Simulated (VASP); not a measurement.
Input of a VASP 6.6.1 run:

POSCAR

```
HfGe
1.0
    3.3619595606      0.0000000000      0.0000000000
    0.0000000000      3.3619595606      0.0000000000
    0.0000000000      0.0000000000      3.3619595606
Hf Ge
1 1
Direct
    0.0000000000      0.0000000000      0.0000000000
    0.5000000000      0.5000000000      0.5000000000
```

File INCAR.step1:

```
SYSTEM = HfGe
ALGO     = Normal         ! electronic algorithm
EDIFF    = 1E-5           ! SCF threshold, eV
ENCUT    = 520            ! plane-wave cutoff, eV
GGA      = PE             ! functional
ISIF     = 2              ! what is computed and relaxed
ISMEAR   = -1             ! smearing method
LASPH    = .TRUE.         ! aspherical terms in the spheres
LCHARG   = .FALSE.        ! write CHGCAR
LREAL    = .FALSE.        ! projectors in reciprocal space
LWAVE    = .TRUE.         ! write WAVECAR
NBANDS   = 19             ! bands
NELM     = 100            ! most SCF steps
PREC     = Accurate       ! precision mode
SIGMA    = 0.05           ! smearing width, eV
```

Contents of INCAR.step2:

```
SYSTEM = HfGe
ALGO     = Normal         ! electronic algorithm
EDIFF    = 1E-6           ! SCF threshold, eV
ENCUT    = 520            ! plane-wave cutoff, eV
GGA      = PE             ! functional
HFSCREEN = 0.2079         ! screening, 1/A
ISIF     = 2              ! what is computed and relaxed
ISMEAR   = -1             ! smearing method
ISTART   = 1            
LASPH    = .TRUE.         ! aspherical terms in the spheres
LCHARG   = .FALSE.        ! write CHGCAR
LHFCALC  = .TRUE.         ! exact exchange
LREAL    = .FALSE.        ! projectors in reciprocal space
LWAVE    = .FALSE.        ! write WAVECAR
NBANDS   = 19             ! bands
NELM     = 100            ! most SCF steps
PREC     = Accurate       ! precision mode
PRECFOCK = Normal       
SIGMA    = 0.05           ! smearing width, eV
```

Contents of KPOINTS:

```
k-points
0
G
  4 4 4
  0 0 0
```

Potentials or basis: VASP PAW PBE potentials, release 64 (Hf_pv, Ge_d).

Command:

```bash
$ cat potpaw_PBE.64/Hf_pv/POTCAR potpaw_PBE.64/Ge_d/POTCAR > POTCAR
$ cp INCAR.step1 INCAR
$ mpirun -np 1 vasp_std > vasp.out
$ cp INCAR.step2 INCAR
$ mpirun -np 1 vasp_std > vasp.out
```

**Question.** Estimate the band gap on the k mesh.

**Answer.** Zero (bands 12 and 13 overlap by 2.46 eV).

**Question.** Predict the pressure.

**Answer.** -1.4 GPa.

Caveat: the k points lie up to 0.47 Å⁻¹ apart, too coarse for converged energies and pressures of a metal; the PAW data sets were made with another functional, which shifts forces and pressure a little; spin-orbit coupling is left out, which moves the levels of the heavy elements.
